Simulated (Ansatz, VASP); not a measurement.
# SnSe in VASP and in Ansatz

INCAR

```
  PREC = Accurate
  ENCUT = 500
  EDIFF = 1E-6
  ISMEAR = 0
  SIGMA = 0.05
  LREAL = F
  LASPH = T
  NELM = 120
  ALGO = Normal
  ISIF = 2
  LWAVE = F
  LCHARG = F
  GGA = CA
  NBANDS = 28
  GGA_COMPAT = F
```

File KPOINTS:

```
regular mesh
0
Gamma
  6 6 4
```

The input POSCAR:

```
SnSe
1.0
    4.1898989379      0.0000000000      0.0000000000
    0.0000000000      4.1898989379      0.0471363631
    0.0000000000      0.1235207581     10.9796229414
Sn Se
2 2
Direct
    0.5000000000      0.0000000000      0.3781633338
    0.0000000000      0.5000000000      0.6218366662
    0.5000000000      0.0000000000      0.6217782129
    0.0000000000      0.5000000000      0.3782217871
```

Input for Ansatz:

```yaml
crystal:
  lattice:
    - [4.1898989379, 0.0, 0.0]
    - [0.0, 4.1898989379, 0.0471363631]
    - [0.0, 0.1235207581, 10.9796229414]
  atoms:
    - { symbol: Sn, position: [0.5, 0.0, 0.3781633338] }
    - { symbol: Sn, position: [0.0, 0.5, 0.6218366662] }
    - { symbol: Se, position: [0.5, 0.0, 0.6217782129] }
    - { symbol: Se, position: [0.0, 0.5, 0.3782217871] }
basis:
  ecutwfc: 420
kpoints:
  mp_grid: { grid: [6, 6, 4] }
hamiltonian:
  xc: lda
scf:
  occupations: { method: gaussian, width: 0.05 }
output:
  forces: true
  stress: true
  eigenvalues: true
```

Change from the starting cell: strain +0.0225 x Voigt [0, 0, 0, 1, 0, 0], atoms carried along.

Alike in both runs: task single point; functional LDA; k mesh 6 × 6 × 4; occupations gaussian, width 0.05 eV; no spin polarisation.

|  | VASP | Ansatz |
| --- | --- | --- |
| version | VASP 6.6.1 | Ansatz 0.2.0 |
| potentials or method | VASP PAW LDA potentials, release 64 (Sn_d, Se), cutoff 500 eV | scalar-relativistic, plane waves, PAW |
| valence electrons in the cell | 40 | 60 |

VASP gave:

```
gap on the k mesh at the Fermi level (eV) : 1.44
least direct gap on the mesh (eV)         : 1.50
rms of the force components (eV/Å)        : 0.031
```

Question: Which values does Ansatz return?

Answer: gap on the k mesh at the Fermi level (eV): 1.46; least direct gap on the mesh (eV): 1.51; rms of the force components (eV/Å): 0.027.

LDA's correlation is that of Perdew and Zunger in VASP and of Perdew and Wang (1992) in Ansatz. Atom by atom the forces differ by 0.014 eV/Å (rms over components). VASP's potentials hold 40 valence electrons a cell and Ansatz's 60, so a difference there can come from the potentials and not from the codes.
